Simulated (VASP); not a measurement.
# HW4S8 (a cell with a defect) in VASP: notebook

HW4S8 (a cell with a defect) is run at these levels: PBE; tasks: single point.

All numbers are computed with VASP 6.6.1; they aren't measurements. Logs are shortened: lines on timing, memory, paths and dates and some standing lists are left out, and cuts for length are marked.

## (1) The cell of the first run

The cell holds a defect, 13 atoms: a = 6.375 Å, b = 6.375 Å, c = 8.332 Å, α = 67.50°, β = 67.50°, γ = 60.00°.

## (2) Single point, PBE

The input, INCAR:

```
SYSTEM = HW4S8
  PREC = Accurate
  ENCUT = 520
  EDIFF = 1E-7
  ISMEAR = 0
  SIGMA = 0.02
  LREAL = .False.
  LASPH = .True.
  NELM = 80
  ALGO = Normal
  ISIF = 2
  LWAVE = .False.
  LCHARG = .True.
  GGA = PE
  LELF = .True.
  LVHAR = .True.
  NBANDS = 64
  NELECT = 104.0
```

The input, KPOINTS:

```
regular mesh
0
Gamma
  3 3 3
  0 0 0
```

The input, POSCAR:

```
HW4S8
1.0
    3.1877473260     -5.5213403304      0.0000000000
   -3.1877473260     -5.5213403304      0.0000000000
    0.0000000000     -3.6808935536     -7.4744493696
W S H
4 8 1
Direct
    0.5061543580      0.4893704054      0.9914682184
    0.0024468343      0.4891940075      0.9892648454
    0.5074865845     -0.0098414316      0.9896881542
    0.0087136796     -0.0079231472      0.9899996152
    0.9423424572      0.8880069086      0.7675022890
    0.4124440118      0.8909490010      0.7806945651
    0.9076958694      0.3936786553      0.7785596921
    0.4053531952      0.4024818886      0.7784048981
    0.7711495068      0.7537014489      0.1984884674
    0.2709942493      0.7538668996      0.2014284833
    0.7685699889      0.2518320447      0.2021954963
    0.2662499601      0.2525961176      0.2001251097
    0.6940977899      1.0854540903      0.7410478988
```

Potentials or basis: VASP PAW PBE potentials, release 64 (W_sv, S, H).

On the command line:

```console
cat potpaw_PBE.64/W_sv/POTCAR potpaw_PBE.64/S/POTCAR potpaw_PBE.64/H/POTCAR > POTCAR
mpirun -np 1 vasp_std > vasp.out
```

OUTCAR:

```text
SYSTEM = HW4S8
   PREC = Accurate
   ENCUT = 520
   EDIFF = 1E-7
   ISMEAR = 0
   LREAL = .False.
   LASPH = .True.
   NELM = 80
   ISIF = 2
   GGA = PE
   NELECT = 104.0

 ion  position               nearest neighbor table
   1  0.506  0.489  0.991-   6 2.41   8 2.42  11 2.42   7 2.42  10 2.42  12 2.43   2 3.16   3 3.18
                             4 3.19   4 3.19   3 3.19   2 3.22
   2  0.002  0.489  0.989-   7 2.41  11 2.42   9 2.42   8 2.42  12 2.43   5 2.45   4 3.15   1 3.16
                             3 3.17   3 3.20   1 3.22   4 3.23
   3  0.507  0.990  0.990-  13 1.99   9 2.41   6 2.42  12 2.42  10 2.42   8 2.46   5 2.59   4 3.17
                             2 3.17   1 3.18   1 3.19   2 3.20   4 3.20
   4  0.009  0.992  0.990-   7 2.42  11 2.42   6 2.42  10 2.42   5 2.42   9 2.43   2 3.15   3 3.17
                             1 3.19   1 3.19   3 3.20   2 3.23
   5  0.942  0.888  0.768-  13 1.48   4 2.42   2 2.45   3 2.59
   6  0.412  0.891  0.781-   1 2.41   3 2.42   4 2.42
   7  0.908  0.394  0.779-   2 2.41   4 2.42   1 2.42
   8  0.405  0.402  0.778-   1 2.42   2 2.42   3 2.46
   9  0.771  0.754  0.198-   3 2.41   2 2.42   4 2.43
  10  0.271  0.754  0.201-   3 2.42   4 2.42   1 2.42
  11  0.769  0.252  0.202-   2 2.42   4 2.42   1 2.42
  12  0.266  0.253  0.200-   3 2.42   2 2.43   1 2.43
  13  0.694  0.085  0.741-   5 1.48   3 1.99

  LATTYP: Found a trigonal (rhomboedric) cell.
 ALAT       =     8.3316487403
 COS(alpha) =     0.7072237310

  Lattice vectors:

 A1 = (  -3.1877473260,   1.8404467768,  -7.4744493696)
 A2 = (   3.1877473260,   1.8404467768,  -7.4744493696)
 A3 = (   0.0000000000,  -3.6808935536,  -7.4744493696)

Analysis of symmetry for initial positions (statically):
=====================================================================
 Subroutine PRICEL returns:
 Original cell was already a primitive cell.

 Routine SETGRP: Setting up the symmetry group for a
 trigonal (rhombohedral) supercell.

 Subroutine GETGRP returns: Found  1 space group operations
 (whereof  1 operations were pure point group operations)
 out of a pool of 12 trial point group operations.

The static configuration has the point symmetry C_1 .

Analysis of symmetry for dynamics (positions and initial velocities):
=====================================================================
 Subroutine PRICEL returns:
 Original cell was already a primitive cell.

 Routine SETGRP: Setting up the symmetry group for a
 trigonal (rhombohedral) supercell.

 Subroutine GETGRP returns: Found  1 space group operations
 (whereof  1 operations were pure point group operations)
 out of a pool of 12 trial point group operations.

The dynamic configuration has the point symmetry C_1 .

 Subroutine INISYM returns: Found  1 space group operations
 (whereof  1 operations are pure point group operations),
 and found     1 'primitive' translations

----------------------------------------------------------------------------------------

                                     Primitive cell

  volume of cell :     263.1102

  direct lattice vectors                    reciprocal lattice vectors
     3.187747326 -5.521340330  0.000000000     0.156850575 -0.090557722  0.044596373
    -3.187747326 -5.521340330  0.000000000    -0.156850575 -0.090557722  0.044596373
     0.000000000 -3.680893554 -7.474449370     0.000000000  0.000000000 -0.133789120

  length of vectors
     6.375494652  6.375494652  8.331648740     0.186525173  0.186525173  0.133789120

  position of ions in fractional coordinates (direct lattice)
     0.506154358  0.489370405  0.991468218
     0.002446834  0.489194007  0.989264845
     0.507486585  0.990158568  0.989688154
     0.008713680  0.992076853  0.989999615
     0.942342457  0.888006909  0.767502289
     0.412444012  0.890949001  0.780694565
     0.907695869  0.393678655  0.778559692
     0.405353195  0.402481889  0.778404898
     0.771149507  0.753701449  0.198488467
     0.270994249  0.753866900  0.201428483
     0.768569989  0.251832045  0.202195496
[... 48 lines left out ...]
   EFERMI_NEDOS =   21; number of points for ismear=-14 and -15
   IALGO  =     38    algorithm
   IMIX   =      4    mixing-type and parameters
     AMIX     =   0.40;   BMIX     =  1.00
     AMIX_MAG =   1.60;   BMIX_MAG =  1.00
  volume/ion in A,a.u.               =      20.24       136.58
  Fermi-wavevector in a.u.,A,eV,Ry     =   1.201453  2.270417 19.639860  1.443489
  Thomas-Fermi vector in A             =   2.337261
   LORBIT       =      0    0 simple, 1 ext, 2 COOP (PROOUT), +10 PAW based schemes
   GGA     = PE    functional components
   LHFCALC =     F    Hartree Fock is set to
   AEXX    =    0.0000 exact exchange contribution
   IVDW    =     0    specifies the selected vdW correction
   LEPSILON=     F    determine dielectric tensor
   LRPA    =     F    only Hartree local field effects (RPA)
 non-spin polarized calculation
 Gauss-broadening in eV      SIGMA  =   0.02
  energy-cutoff  :      520.00
  volume of cell :      263.11
 maximum number of plane-waves:      7114
   NGX = 23   NGY = 23   NGZ = 31

 number of electron     104.0000003 magnetization

 Free energy of the ion-electron system (eV)
  ---------------------------------------------------
  ext. energy  EPLUGINS =         0.00000000
  ---------------------------------------------------
  free energy    TOTEN  =      -101.84633492 eV

  energy without entropy =     -101.84633492  energy(sigma->0) =     -101.84633492

 E-fermi :   4.6151     XC(G=0):  -9.4574

 val. band max:        4.4452582170   @ k =   0.0000   0.0000   0.3333
 cond. band min:       6.0266653215   @ k =  -0.3333   0.3333   0.0000
 fundamental gap:      1.5814071046
 Fermi energy:         4.6150594621

 k-point     1 :       0.0000    0.0000    0.0000
  band No.  band energies     occupation
      1     -69.8004      2.00000
      2     -69.6916      2.00000
      3     -69.6018      2.00000
      4     -69.5940      2.00000
      5     -34.1438      2.00000
      6     -34.1029      2.00000
[... 927 lines left out ...]
     63       7.8521      0.00000
     64       7.9989      0.00000

------------------------ aborting loop because EDIFF is reached ----------------------------------------

  FORCE on cell =-STRESS in cart. coord.  units (eV):
  Direction    XX          YY          ZZ          XY          YZ          ZX
  --------------------------------------------------------------------------------------
  -------------------------------------------------------------------------------------
  Total       -9.4736743     -8.5347157    -10.7294791      0.0076540      0.5658649      0.0994949
  in kB      -57.6887894    -51.9711151    -65.3358600      0.0466084      3.4457658      0.6058622
  external PRESSURE =     -58.3319215 kB  Pullay stress =       0.0000000 kB

 VOLUME and BASIS-vectors are now :
 -----------------------------------------------------------------------------
  energy-cutoff  :      520.00
  volume of cell :      263.11
      direct lattice vectors                 reciprocal lattice vectors
     3.187747326 -5.521340330  0.000000000     0.156850575 -0.090557722  0.044596373
    -3.187747326 -5.521340330  0.000000000    -0.156850575 -0.090557722  0.044596373
     0.000000000 -3.680893554 -7.474449370     0.000000000  0.000000000 -0.133789120

 POSITION                                       TOTAL-FORCE (eV/Angst)
 -----------------------------------------------------------------------------------
      0.05350     -9.14612     -7.41068        -0.007501     -0.024897      0.008549
     -1.55163     -6.35590     -7.39421        -0.001717     -0.032133     -0.018598
     -1.53864    -11.91195     -7.39737         0.004787     -0.019797      0.008102
     -3.13471     -9.16979     -7.39970         0.000363     -0.029663     -0.013783
      0.17321    -12.93108     -5.73666        -0.076148      0.025091      0.012664
     -1.52535    -10.07013     -5.83526        -0.010347     -0.014905      0.013859
      1.63856    -10.05113     -5.81930        -0.005175     -0.027607     -0.008527
      0.00915     -7.32556     -5.81815         0.034333     -0.026419      0.011773
      0.05562     -9.14984     -1.48359        -0.008159     -0.020801      0.003105
     -1.53928     -6.40004     -1.50557        -0.013733     -0.030176      0.004370
      1.64723     -6.37825     -1.51130        -0.007901     -0.025573      0.005492
      0.04352     -3.60137     -1.49583         0.006124     -0.026670      0.001188
      1.94020     -7.03189     -5.53893         0.085074      0.253552     -0.028194
 -----------------------------------------------------------------------------------
    total drift:                                0.000066     -0.000070     -0.000442

  FREE ENERGIE OF THE ION-ELECTRON SYSTEM (eV)
  ---------------------------------------------------
  free  energy   TOTEN  =      -101.8463349246 eV

  energy  without entropy=     -101.8463349246  energy(sigma->0) =     -101.84633492
```

Wall time 3.4 min (1 thread of Intel Xeon 6975P-C (Granite Rapids), shared host); peak memory 0.46 GiB.

Results:

```yaml
Free_energy: -101.8463 eV
Largest_force: 0.269 eV/Å
```

Forces in eV/Å, atoms in the order of the input:
```
W   -0.008 -0.025  0.009
W   -0.002 -0.032 -0.019
W    0.005 -0.020  0.008
W    0.000 -0.030 -0.014
S   -0.076  0.025  0.013
S   -0.010 -0.015  0.014
S   -0.005 -0.028 -0.009
S    0.034 -0.026  0.012
S   -0.008 -0.021  0.003
S   -0.014 -0.030  0.004
S   -0.008 -0.026  0.005
S    0.006 -0.027  0.001
H    0.085  0.254 -0.028
```

Caveat: the cell carries a net charge on a neutralising background, which shifts energy and pressure; the cell is charged against a uniform background, so pressure and absolute levels hang on convention; spin-orbit coupling is left out, which moves the levels of the heavy elements.

## (3) Single point, PBE

The input, INCAR:

```
SYSTEM = HW4S8
  PREC = Accurate
  ENCUT = 520
  EDIFF = 1E-6
  ISMEAR = 0
  SIGMA = 0.02
  LREAL = .False.
  LASPH = .True.
  NELM = 80
  ALGO = Normal
  ISIF = 2
  LWAVE = .False.
  LCHARG = .False.
  GGA = PE
  NELECT = 104.0
  NBANDS = 64
```

The input, KPOINTS:

```
Automatic mesh
0
Gamma
  3 3 3
  0 0 0
```

The input, POSCAR:

```
HW4S8
1.0
    3.1877473260     -5.5213403304      0.0000000000
   -3.1877473260     -5.5213403304      0.0000000000
    0.0000000000     -3.6808935536     -7.4744493696
W S H
4 8 1
Direct
    0.5058824396      0.4923910943      0.9961796022
    0.0068274885      0.4867036655      0.9930470638
    0.5005260372     -0.0069119228      1.0000423617
    0.0089389273     -0.0015678653      0.9948964308
    0.9091360642      0.8977424384      0.7939952104
    0.4137731405      0.8947090000      0.7855640877
    0.9079813654      0.3970384225      0.7824427875
    0.4114628684      0.3943906245      0.7854518386
    0.7737147572      0.7551395710      0.2022427239
    0.2683495039      0.7547936419      0.2082865136
    0.7690505628      0.2556315767      0.2075730162
    0.2654536638      0.2569918890      0.2071093031
    0.8074234654      1.0563205450      0.6520367935
```

Potentials or basis: VASP PAW PBE potentials, release 64 (W_sv, S, H).

On the command line:

```console
cat potpaw_PBE.64/W_sv/POTCAR potpaw_PBE.64/S/POTCAR potpaw_PBE.64/H/POTCAR > POTCAR
mpirun -np 1 vasp_std > vasp.out
```

It took 5.8 min on 1 thread of Intel Xeon 8259CL, shared host; peak memory 0.48 GiB.

Results (log left out):

- Free energy: -101.9014 eV
- Largest force: 0.654 eV/Å

Forces in eV/Å, atoms in the order of the input:
```
W   -0.029  0.003 -0.030
W    0.014  0.016 -0.046
W   -0.052  0.022 -0.061
W   -0.032 -0.025 -0.044
S   -0.202  0.064 -0.060
S   -0.027 -0.010 -0.032
S   -0.026  0.006 -0.025
S    0.024  0.017 -0.045
S   -0.015  0.001 -0.021
S   -0.030  0.017 -0.042
S   -0.026 -0.007 -0.031
S   -0.033 -0.006 -0.044
H    0.433 -0.099  0.480
```

Levels at points of the mesh, in eV from the Fermi level:
```tsv
k point	band 48	band 49	band 50	band 51	band 52	band 53	band 54	band 55	band 56	band 57
(0.00, 0.00, 0.00)	-1.31	-1.15	-1.07	-1.04	-0.45	1.88	2.56	2.61	2.67	2.71
```

Caveat: the cell carries a net charge on a neutralising background, which shifts energy and pressure; the cell is charged against a uniform background, so pressure and absolute levels hang on convention; spin-orbit coupling is left out, which moves the levels of the heavy elements.

## (4) Single point, PBE, collinear spin

The input, INCAR:

```
SYSTEM = HW4S8
PREC = Accurate ; ENCUT = 520
EDIFF = 1E-6 ; ISMEAR = 0
SIGMA = 0.02 ; LREAL = .FALSE.
LASPH = .TRUE. ; NELM = 150
ALGO = Normal ; ISIF = 2
LWAVE = .FALSE. ; LCHARG = .TRUE.
ISPIN = 2 ; MAGMOM = 0.07 0.01 0.01 0 0 0 0 0.01 0 0 0 0 0.02
LORBIT = 11 ; LMAXMIX = 4
GGA = PE ; LELF = .TRUE.
LVHAR = .TRUE. ; NBANDS = 68
```

The input, KPOINTS:

```
Automatic mesh
0
G
  3 3 3
  0 0 0
```

The input, POSCAR:

```
HW4S8
1.0
    3.1877473260     -5.5213403304      0.0000000000
   -3.1877473260     -5.5213403304      0.0000000000
    0.0000000000     -3.6808935536     -7.4744493696
W S H
4 8 1
Direct
    0.5048185964      0.4961802078      0.9980372642
    0.0016514771      0.5004551266      0.9979284936
    0.5017873964      0.0018851654      0.9937511959
    0.0044667794     -0.0014496243      0.9959810592
    0.9069498591      0.9035295755      0.7854470222
    0.4081678148      0.8976695979      0.7861154326
    0.9133735612      0.4001845181      0.7848892554
    0.3913640074      0.3974582796      0.7723137471
    0.7640805566      0.7661033016      0.2068633987
    0.2699202889      0.7600246919      0.2061339804
    0.7668931733      0.2626741009      0.2071645580
    0.2669856341      0.2631079742      0.2055296550
    0.2659962665      0.3741390911      0.6603749328
```

On the command line:

```console
cat potpaw_PBE.64/W_sv/POTCAR potpaw_PBE.64/S/POTCAR potpaw_PBE.64/H/POTCAR > POTCAR
mpirun -np 1 vasp_std > vasp.out
```

It took 14 min on 1 thread of Oxide Virtual Turin-like, shared host; peak memory 0.66 GiB.

It converged, with:

```yaml
Free_energy: -96.1732 eV
Pressure: -0.1 GPa
Largest_force: 0.596 eV/Å
Net_moment: 0.11 μB per cell
Site_moments: W +0.05, +0.01, -0.00, +0.00; S +0.00, -0.00 (each value once); H +0.01 μB
Valence_electrons_inside_the_program's_atomic_spheres: W 11.98, 12.01, 11.99 (each value once); S 3.72, 3.71, 3.70 (each value once); H 0.51
```

Forces in eV/Å, atoms in the order of the input:
```
W   -0.022 -0.019 -0.060
W   -0.008  0.024  0.006
W   -0.029  0.010  0.010
W    0.001  0.035 -0.031
S   -0.005  0.014  0.008
S   -0.024  0.029 -0.001
S   -0.167  0.171 -0.124
S   -0.052  0.201  0.182
S   -0.005  0.033  0.000
S   -0.016 -0.029 -0.020
S   -0.004  0.000 -0.033
S   -0.010  0.016  0.004
H    0.341 -0.485  0.059
```

Stress tensor (GPa, compression positive):
```
-0.50  0.04  0.32
 0.04  0.21 -0.36
 0.32 -0.36  0.11
```

Levels at points of the mesh, in eV from the Fermi level:
Spin up:
```tsv
k point	band 50	band 51	band 52	band 53	band 54	band 55
(0.00, 0.00, 0.00)	-2.00	-1.94	-1.50	0.47	1.63	1.68
```
Spin down:
| k point | band 48 | band 49 | band 50 | band 51 | band 52 | band 53 | band 54 | band 55 | band 56 | band 57 |
| --- | --- | --- | --- | --- | --- | --- | --- | --- | --- | --- |
| (0.00, 0.00, 0.00) | -2.42 | -2.10 | -1.99 | -1.94 | -1.49 | 0.53 | 1.64 | 1.68 | 1.74 | 1.80 |

Caveat: the k points lie up to 0.39 Å⁻¹ apart; spin-orbit coupling is left out, which moves the levels of the heavy elements.

## (5) Single point, PBE, collinear spin

The input, INCAR:

```
SYSTEM = HW4S8
PREC = Accurate ; ENCUT = 520
EDIFF = 1E-7 ; ISMEAR = 0
SIGMA = 0.02 ; LREAL = .False.
LASPH = .True. ; NELM = 150
ALGO = Normal ; ISIF = 2
LWAVE = .False. ; LCHARG = .True.
ISPIN = 2 ; MAGMOM = 0.07 0.01 0.01 0 0 0 0 0.01 0 0 0 0 0.02
LORBIT = 11 ; LMAXMIX = 4
GGA = PE ; LELF = .True.
LVHAR = .True. ; NBANDS = 68
```

The input, KPOINTS:

```
regular mesh
0
Gamma
  3 3 3
  0 0 0
```

The input, POSCAR:

```
HW4S8
1.0
    3.1877473260     -5.5213403304      0.0000000000
   -3.1877473260     -5.5213403304      0.0000000000
    0.0000000000     -3.6808935536     -7.4744493696
W S H
4 8 1
Direct
    0.5009622900      0.4961764653      0.9980347222
   -0.0000408635      0.5004533215      0.9979292963
    0.5009975551     -0.0014522429      0.9959799889
    0.0025719426      0.0018818001      0.9937511959
    0.9040697278      0.9035267111      0.7854470222
    0.4080429284      0.8976664275      0.7861146299
    0.9388570669      0.3974559383      0.7723152188
    0.4015437409      0.4001807094      0.7848864458
    0.7629475661      0.7661015174      0.2068638001
    0.2639189878      0.7600201020      0.2061327763
    0.7643724553      0.2631049969      0.2055292536
    0.2632651770      0.2626716544      0.2071632201
    0.1995090998      0.3741399419      0.6603824250
```

On the command line:

```console
cat potpaw_PBE.64/W_sv/POTCAR potpaw_PBE.64/S/POTCAR potpaw_PBE.64/H/POTCAR > POTCAR
mpirun -np 1 vasp_std > vasp.out
```

It took 19 min on 1 thread of Oxide Virtual Turin-like, shared host; peak memory 0.66 GiB.

The run converged. Its results:

```yaml
Free_energy: -96.1731 eV
Pressure: -0.1 GPa
Largest_force: 0.596 eV/Å
Net_moment: 0.11 μB per cell
Site_moments: W +0.05, +0.01, +0.00, -0.00; S +0.00, -0.00 (each value once); H +0.01 μB
Valence_electrons_inside_the_program's_atomic_spheres: W 11.98, 12.01, 11.99 (each value once); S 3.72, 3.70, 3.71 (each value once); H 0.51
```

Forces in eV/Å, atoms in the order of the input:
```
W   -0.027 -0.010 -0.060
W    0.017 -0.019  0.006
W    0.031 -0.016 -0.031
W   -0.006 -0.030  0.010
S    0.009 -0.011  0.008
S    0.013 -0.036 -0.001
S    0.148 -0.146  0.182
S    0.065 -0.230 -0.124
S    0.026 -0.021  0.000
S   -0.033  0.000 -0.021
S    0.009 -0.017  0.004
S   -0.002 -0.003 -0.033
H   -0.250  0.538  0.059
```

Stress tensor (GPa, compression positive):
```
 0.07 -0.28 -0.15
-0.28 -0.36  0.46
-0.15  0.46  0.11
```

Levels at points of the mesh, in eV from the Fermi level:
Spin up:
```
           k point  band 50  band 51  band 52  band 53  band 54  band 55
(0.00, 0.00, 0.00)    -2.00    -1.94    -1.50     0.47     1.63     1.68
```
Spin down:
```tsv
k point	band 49	band 50	band 51	band 52	band 53	band 54	band 55	band 56
(0.00, 0.00, 0.00)	-2.10	-1.99	-1.94	-1.49	0.53	1.64	1.68	1.75
```

Caveat: the k points lie up to 0.39 Å⁻¹ apart; spin-orbit coupling is left out, which moves the levels of the heavy elements.
